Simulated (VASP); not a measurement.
Wanted: the native input for a VASP 6.6.1 run.

```
Task                   : relaxation of cell and atoms
Functional             : PBE
Potentials or basis    : VASP PAW PBE potentials, release 64 (Ag)
Cutoff                 : 600 eV
k mesh                 : 16 × 16 × 16
Occupations            : fermi-dirac, width 0.05 eV
Spin                   : no spin polarisation
Dipole correction      : no
Further INCAR settings : ALGO = Normal; EDIFF = 1e-06; IBRION = 2; EDIFFG = -0.005; NSW = 60; ISIF = 3
```

The structure of Ag lies in POSCAR:

```
Ag
1.0
    0.0000000000      2.0734371548      2.0734371548
    2.0734371548      0.0000000000      2.0734371548
    2.0734371548      2.0734371548      0.0000000000
Ag
1
Direct
    0.0000000000      0.0000000000      0.0000000000
```

One way to write it, as run:

INCAR

```
ALGO = Normal
EDIFF = 1E-6
EDIFFG = -0.005
ENCUT = 600
GGA = PE
IBRION = 2
ISIF = 3
ISMEAR = -1
LASPH = True
LCHARG = False
LREAL = False
LWAVE = False
NELM = 100
NSW = 60
PREC = Accurate
SIGMA = 0.05
```

KPOINTS

```
k-points
0
Gamma
  16 16 16
```

Potentials or basis: VASP PAW PBE potentials, release 64 (Ag).

Launch:

```console
$ cat potpaw_PBE.64/Ag/POTCAR > POTCAR
$ mpirun -np 1 vasp_std > vasp.out
```

It gave:

```
Relaxed volume                         : 17.81 Å³/atom
Relaxed cell                           : a = 2.931 Å, b = 2.931 Å, c = 2.931 Å, α = 60.00°, β = 60.00°, γ = 60.00°
Space group after relaxing (to 0.05 Å) : Fm-3m (No. 225)
Energy gained by relaxing              : 0.0 meV/atom
Ionic steps                            : 2
Pressure after relaxing                : 0.0 GPa
```

It took 10 s on 1 thread of Intel(R) Xeon(R) 6975P-C (Granite Rapids) (shared host), peak memory 0.16 GiB.
